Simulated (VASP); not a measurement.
A run of VASP 6.6.1 is set up as follows.

The input INCAR:

```
SYSTEM = AlSn
PREC = Accurate ; ENCUT = 520
EDIFF = 1E-6 ; ISMEAR = 0
SIGMA = 0.012 ; LREAL = .FALSE.
LASPH = .TRUE. ; NELM = 100
ALGO = Fast ; ISIF = 2
LWAVE = .FALSE. ; LCHARG = .TRUE.
GGA = PE ; LELF = .TRUE.
LVHAR = .TRUE. ; NBANDS = 16
```

KPOINTS

```
regular mesh
0
G
  7 7 8
  0 0 0
```

The input POSCAR:

```
AlSn
1.0
    4.1981056157      0.0000000000      0.0000000000
   -2.0990528078      3.6356661109      0.0000000000
    0.0000000000      0.0000000000      3.3068470000
Sn Al
1 1
Direct
    0.3333333333      0.6666666667      0.5000000000
    0.0000000000      0.0000000000      0.0000000000
```

Potentials or basis: VASP PAW PBE potentials, release 64 (Sn_d, Al).

Run with:

```sh
$ cat potpaw_PBE.64/Sn_d/POTCAR potpaw_PBE.64/Al/POTCAR > POTCAR
$ mpirun -np 1 vasp_std > vasp.out
```

(1) What does it give for the pressure?

## Answers

(1) 0.2 GPa.
